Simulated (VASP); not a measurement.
# Zn (P6_3/mmc) in VASP: single point with PBE

Aim: the single point of Zn with PBE.

Everything below comes from runs of VASP 6.6.1. Logs are shortened: lines on timing, memory, paths and dates and some standing lists are left out, and cuts for length are marked.

### Step 1. The cell of the first run

The structure is hexagonal, space group P6_3/mmc (No. 194). Conventional cell: a = 2.610 Å, b = 2.610 Å, c = 4.580 Å, α = 90.00°, β = 90.00°, γ = 120.00°. Zn (site symmetry -6m2) has 12 Zn at 2.61 to 2.74 Å within 3.4 Å.

### Step 2. Single point, PBE

Contents of INCAR:

```
ALGO = Fast
EDIFF = 1E-6
ENCUT = 520
GGA = PE
ISIF = 2
ISMEAR = 0
LASPH = True
LCHARG = True
LELF = True
LREAL = False
LVHAR = True
LWAVE = False
NBANDS = 19
NELM = 100
PREC = Accurate
SIGMA = 0.1
```

Contents of KPOINTS:

```
k-points
0
Gamma
  57 57 26
```

Contents of POSCAR:

```
Zn
1.0
    2.6096948550      0.0000000000      0.0000000000
   -1.3048474275      2.2600620406      0.0000000000
    0.0000000000      0.0000000000      4.5798845068
Zn
2
Direct
    0.3333333333      0.6666666667      0.2500000000
    0.6666666667      0.3333333333      0.7500000000
```

Potentials or basis: VASP PAW PBE potentials, release 64 (Zn).

Launch:

```
$ cat potpaw_PBE.64/Zn/POTCAR > POTCAR
$ mpirun -np 1 vasp_std > vasp.out
```

OUTCAR:

```text
EDIFF = 1E-6
   ENCUT = 520
   GGA = PE
   ISIF = 2
   ISMEAR = 0
   LASPH = True
   LREAL = False
   NELM = 100
   PREC = Accurate

 ion  position               nearest neighbor table
   1  0.333  0.667  0.250-   2 2.74   2 2.74   2 2.74   2 2.74   2 2.74   2 2.74
   2  0.667  0.333  0.750-   1 2.74   1 2.74   1 2.74   1 2.74   1 2.74   1 2.74

  LATTYP: Found a hexagonal cell.
 ALAT       =     2.6096948550
 C/A-ratio  =     1.7549501996

  Lattice vectors:

 A1 = (   2.6096948550,   0.0000000000,   0.0000000000)
 A2 = (  -1.3048474275,   2.2600620406,   0.0000000000)
 A3 = (   0.0000000000,   0.0000000000,   4.5798845068)

Analysis of symmetry for initial positions (statically):
=====================================================================
 Subroutine PRICEL returns:
 Original cell was already a primitive cell.

 Routine SETGRP: Setting up the symmetry group for a
 hexagonal supercell.

 Subroutine GETGRP returns: Found 24 space group operations
 (whereof 12 operations were pure point group operations)
 out of a pool of 24 trial point group operations.

The static configuration has the point symmetry D_3d.
 The point group associated with its full space group is D_6h.

Analysis of symmetry for dynamics (positions and initial velocities):
=====================================================================
 Subroutine PRICEL returns:
 Original cell was already a primitive cell.

 Routine SETGRP: Setting up the symmetry group for a
 hexagonal supercell.

 Subroutine GETGRP returns: Found 24 space group operations
 (whereof 12 operations were pure point group operations)
 out of a pool of 24 trial point group operations.

The dynamic configuration has the point symmetry D_3d.
 The point group associated with its full space group is D_6h.

 Subroutine INISYM returns: Found 24 space group operations
 (whereof 12 operations are pure point group operations),
 and found     1 'primitive' translations

----------------------------------------------------------------------------------------

                                     Primitive cell

  volume of cell :      27.0125

  direct lattice vectors                    reciprocal lattice vectors
     2.609694855  0.000000000  0.000000000     0.383186562  0.221232865  0.000000000
    -1.304847427  2.260062041  0.000000000     0.000000000  0.442465730  0.000000000
     0.000000000  0.000000000  4.579884507     0.000000000  0.000000000  0.218346117

  length of vectors
     2.609694855  2.609694855  4.579884507     0.442465730  0.442465730  0.218346117

  position of ions in fractional coordinates (direct lattice)
     0.333333333  0.666666667  0.250000000
     0.666666667  0.333333333  0.750000000

  ion indices of the primitive-cell ions
   primitive index   ion index
                 1           1
                 2           2

----------------------------------------------------------------------------------------

 KPOINTS: k-points

Automatic generation of k-mesh.
 Grid dimensions read from file:
 generate k-points for:   57   57   26

 Generating k-lattice:

  Cartesian coordinates                     Fractional coordinates (reciprocal lattice)
     0.006722571  0.003881278  0.000000000     0.017543860  0.000000000  0.000000000
     0.000000000  0.007762557  0.000000000     0.000000000  0.017543860  0.000000000
     0.000000000  0.000000000  0.008397928     0.000000000  0.000000000  0.038461538

  Length of vectors
     0.007762557  0.007762557  0.008397928

  Shift w.r.t. Gamma in fractional coordinates (k-lattice)
     0.000000000  0.000000000  0.000000000

 Subroutine IBZKPT returns following result:
 ===========================================

 Found   4200 irreducible k-points:

 Following reciprocal coordinates:
            Coordinates               Weight
  0.000000  0.000000  0.000000      1.000000
  0.017544  0.000000  0.000000      6.000000
  0.035088  0.000000  0.000000      6.000000
  0.052632  0.000000  0.000000      6.000000
  0.070175  0.000000  0.000000      6.000000
  0.087719 -0.000000  0.000000      6.000000
[... 16 lines left out ...]
  0.385965  0.000000  0.000000      6.000000
  0.403509  0.000000  0.000000      6.000000
 [... further k-points ...]
   k-points           NKPTS =   4200   k-points in BZ     NKDIM =   4200   number of bands    NBANDS=     19
   number of dos      NEDOS =    301   number of ions     NIONS =      2
   total plane-waves  NPLWV =  14400
   dimension x,y,z NGX =    20 NGY =   20 NGZ =   36
   dimension x,y,z NGXF=    40 NGYF=   40 NGZF=   72
   ions per type =               2
   NGX,Y,Z   is equivalent  to a cutoff of  12.74, 12.74, 13.07 a.u.
   NGXF,Y,Z  is equivalent  to a cutoff of  25.48, 25.48, 26.14 a.u.
 SYSTEM =  unknown system
   PREC   = accura    normal or accurate (medium, high low for compatibility)
   ISTART =      0    job   : 0-new  1-cont  2-samecut
   ICHARG =      2    charge: 1-file 2-atom 10-const
   ISPIN  =      1    spin polarized calculation?
   LNONCOLLINEAR =      F non collinear calculations
   LSORBIT =      F    spin-orbit coupling
   LASPH  =      T    aspherical Exc in radial PAW
   ENCUT  =  520.0 eV  38.22 Ry    6.18 a.u.   4.85  4.85  8.52*2*pi/ulx,y,z
   NELM   =    100;   NELMIN=  2; NELMDL= -5     # of ELM steps
   EDIFF  = 0.1E-05   stopping-criterion for ELM
   LREAL  =      F    real-space projection
   EDIFFG = 0.1E-04   stopping-criterion for IOM
   NSW    =      0    number of steps for IOM
   IBRION =     -1    ionic relax: 0-MD 1-quasi-New 2-CG
   NFREE  =      0    steps in history (QN), initial steepest desc. (CG)
   ISIF   =      2    stress and relaxation
   ISYM   =      2    0-nonsym 1-usesym 2-fastsym
   POTIM  = 0.5000    time-step for ionic-motion
   TEBEG  =    0.0;   TEEND  =   0.0 temperature during run
   PSTRESS=    0.0 pullay stress
   NELECT =      24.0000    total number of electrons
   NUPDOWN=      -1.0000    fix difference up-down
   EMIN   =  10.00;   EMAX   =-10.00  energy-range for DOS
   EFERMI =   0.00;   METHOD = LEGACY
   ISMEAR =     0;   SIGMA  =   0.10  broadening in eV -4-tet -1-fermi 0-gaus
   EFERMI_NEDOS =   21; number of points for ismear=-14 and -15
   IALGO  =     68    algorithm
   IMIX   =      4    mixing-type and parameters
     AMIX     =   0.40;   BMIX     =  1.00
     AMIX_MAG =   1.60;   BMIX_MAG =  1.00
  volume/ion in A,a.u.               =      13.51        91.14
  Fermi-wavevector in a.u.,A,eV,Ry     =   1.573827  2.974102 33.700705  2.476932
  Thomas-Fermi vector in A             =   2.675053
   LORBIT       =      0    0 simple, 1 ext, 2 COOP (PROOUT), +10 PAW based schemes
   GGA     = PE    functional components
   LHFCALC =     F    Hartree Fock is set to
   AEXX    =    0.0000 exact exchange contribution
   IVDW    =     0    specifies the selected vdW correction
   LEPSILON=     F    determine dielectric tensor
   LRPA    =     F    only Hartree local field effects (RPA)
 non-spin polarized calculation
 RMM-DIIS sequential band-by-band and
 Gauss-broadening in eV      SIGMA  =   0.10
  energy-cutoff  :      520.00
  volume of cell :       27.01
 maximum number of plane-waves:       745
 NGX is ok and might be reduce to    20
   NGX =  9   NGY =  9   NGZ = 17

 number of electron      24.0000009 magnetization

 Free energy of the ion-electron system (eV)
  ---------------------------------------------------
  ext. energy  EPLUGINS =         0.00000000
  ---------------------------------------------------
  free energy    TOTEN  =        -2.11476133 eV

  energy without entropy =       -2.11299631  energy(sigma->0) =       -2.11387882

 E-fermi :   4.1358     XC(G=0): -12.1973

 val. band max:        4.1331646455   @ k =   0.3684   0.0702   0.0000
 cond. band min:       4.1361162154   @ k =   0.2807   0.1579   0.0769
 fundamental gap:      0.0029515699
 Fermi energy:         4.1357900271

 k-point     1 :       0.0000    0.0000    0.0000
  band No.  band energies     occupation
      1      -7.3711      2.00000
      2      -5.0632      2.00000
      3      -4.1731      2.00000
      4      -3.9822      2.00000
      5      -3.9822      2.00000
      6      -3.9000      2.00000
[... 11 lines left out ...]
     18      23.5965      0.00000
     19      23.5970      0.00000

 k-point     2 :       0.0175    0.0000    0.0000
  band No.  band energies     occupation
      1      -7.3616      2.00000
      2      -5.0590      2.00000
      3      -4.1726      2.00000
      4      -3.9828      2.00000
      5      -3.9797      2.00000
      6      -3.9011      2.00000
[... 11 lines left out ...]
     18      23.7576      0.00000
     19      24.0740      0.00000

 k-point     3 :       0.0351    0.0000    0.0000
  band No.  band energies     occupation
      1      -7.3331      2.00000
      2      -5.0465      2.00000
      3      -4.1710      2.00000
      4      -3.9846      2.00000
      5      -3.9724      2.00000
      6      -3.9045      2.00000
[... 11 lines left out ...]
     18      24.1095      0.00000
     19      24.5303      0.00000

 k-point     4 :       0.0526    0.0000    0.0000
  band No.  band energies     occupation
      1      -7.2857      2.00000
      2      -5.0259      2.00000
      3      -4.1688      2.00000
      4      -3.9870      2.00000
      5      -3.9603      2.00000
      6      -3.9098      2.00000
[... 407 lines left out ...]
     18      18.9742      0.00000
     19      21.4890      0.00000

 k-point    23 :       0.3860    0.0000    0.0000
  band No.  band energies     occupation
      1      -4.8424      2.00000
      2      -4.7452      2.00000
      3      -4.5402      2.00000
      4      -3.9028      2.00000
      5      -3.8949      2.00000
      6      -3.8724      2.00000
[... 11 lines left out ...]
     18      18.8957      0.00000
     19      21.3128      0.00000

 k-point    24 :       0.4035    0.0000    0.0000
  band No.  band energies     occupation
      1      -4.8392      2.00000
      2      -4.7524      2.00000
      3      -4.5670      2.00000
      4      -3.9169      2.00000
      5      -3.8815      2.00000
      6      -3.8742      2.00000
[... 11 lines left out ...]
     18      18.8288      0.00000
     19      21.1607      0.00000

 [... further k-points ...]

------------------------ aborting loop because EDIFF is reached ----------------------------------------

  FORCE on cell =-STRESS in cart. coord.  units (eV):
  Direction    XX          YY          ZZ          XY          YZ          ZX
  --------------------------------------------------------------------------------------
  -------------------------------------------------------------------------------------
  Total        1.6848697      1.6848697      1.6486709      0.0000000      0.0000000      0.0000000
  in kB       99.9337741     99.9337741     97.7867354      0.0000000      0.0000000      0.0000000
  external PRESSURE =      99.2180945 kB  Pullay stress =       0.0000000 kB

 VOLUME and BASIS-vectors are now :
 -----------------------------------------------------------------------------
  energy-cutoff  :      520.00
  volume of cell :       27.01
      direct lattice vectors                 reciprocal lattice vectors
     2.609694855  0.000000000  0.000000000     0.383186562  0.221232865  0.000000000
    -1.304847427  2.260062041  0.000000000     0.000000000  0.442465730  0.000000000
     0.000000000  0.000000000  4.579884507     0.000000000  0.000000000  0.218346117

 POSITION                                       TOTAL-FORCE (eV/Angst)
 -----------------------------------------------------------------------------------
     -0.00000      1.50671      1.14497         0.000000      0.000000      0.000000
      1.30485      0.75335      3.43491        -0.000000      0.000000      0.000000
 -----------------------------------------------------------------------------------
    total drift:                               -0.000000      0.000000      0.000000

  FREE ENERGIE OF THE ION-ELECTRON SYSTEM (eV)
  ---------------------------------------------------
  free  energy   TOTEN  =        -2.1147613251 eV

  energy  without entropy=       -2.1129963144  energy(sigma->0) =       -2.11387882
```

Wall time 50 min (1 thread of Oxide Virtual Turin-like, shared host); peak memory 1.6 GiB.

Results:

```
Free energy            : -2.1148 eV
Pressure               : 9.9 GPa
Band gap on the k mesh : zero (bands 12 and 13 overlap by 3.99 eV)
```

Caveat: the cell stands under pressure.
